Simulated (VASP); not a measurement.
Write the native input for VASP 6.6.1 that does the following.

```
Task                   : single point
Functional             : r2SCAN
Potentials or basis    : VASP PAW PBE potentials, release 64 (Al, Sn_d)
Cutoff                 : 520 eV
k mesh                 : 8 × 8 × 9
Occupations            : methfessel-paxton, width 0.1 eV
Spin                   : no spin polarisation
Dipole correction      : no
Further INCAR settings : ALGO = Normal; EDIFF = 1e-06; NBANDS = 16
```

Crystal: AlSn.

```
CELL_PARAMETERS angstrom
4.16283 0.00000 0.00000
-2.08141 3.60511 0.00000
0.00000 0.00000 3.27906
ATOMIC_POSITIONS crystal
Al 0.00000 0.00000 0.00000
Sn 0.33333 0.66667 0.50000
```

The input as run:

POSCAR

```
AlSn
1.0
    4.1628261303      0.0000000000      0.0000000000
   -2.0814130652      3.6051127404      0.0000000000
    0.0000000000      0.0000000000      3.2790570559
Al Sn
1 1
Direct
    0.0000000000      0.0000000000      0.0000000000
    0.3333333333      0.6666666667      0.5000000000
```

INCAR.step1

```
SYSTEM = AlSn
PREC = Accurate
ENCUT = 520
ISMEAR = 1
SIGMA = 0.1
LREAL = .False.
LASPH = .True.
NELM = 80
NBANDS = 16
GGA = PE
ALGO = Normal
EDIFF = 1E-4
LWAVE = .True.
LCHARG = .False.
```

INCAR.step2

```
SYSTEM = AlSn
PREC = Accurate
ENCUT = 520
EDIFF = 1E-6
ISMEAR = 1
SIGMA = 0.1
LREAL = .False.
LASPH = .True.
NELM = 80
ALGO = Normal
ISIF = 2
LWAVE = .False.
LCHARG = .True.
METAGGA = R2SCAN
LMIXTAU = .True.
LELF = .True.
LVHAR = .True.
NBANDS = 16
ISTART = 1
```

KPOINTS

```
Automatic mesh
0
Gamma
  8 8 9
  0 0 0
```

Potentials or basis: VASP PAW PBE potentials, release 64 (Al, Sn_d).

Command:

```sh
$ cat potpaw_PBE.64/Al/POTCAR potpaw_PBE.64/Sn_d/POTCAR > POTCAR
$ cp INCAR.step1 INCAR
$ mpirun -np 1 vasp_std > vasp.out
$ cp INCAR.step2 INCAR
$ mpirun -np 1 vasp_std > vasp.out
```

Results of the run:

The pressure is -0.3 GPa.

Caveat: the PAW data sets were made with another functional, which shifts forces and pressure a little.

Wall time 52 s on 1 thread of Intel Xeon 6975P-C, with other jobs on the host, peak memory 0.19 GiB.
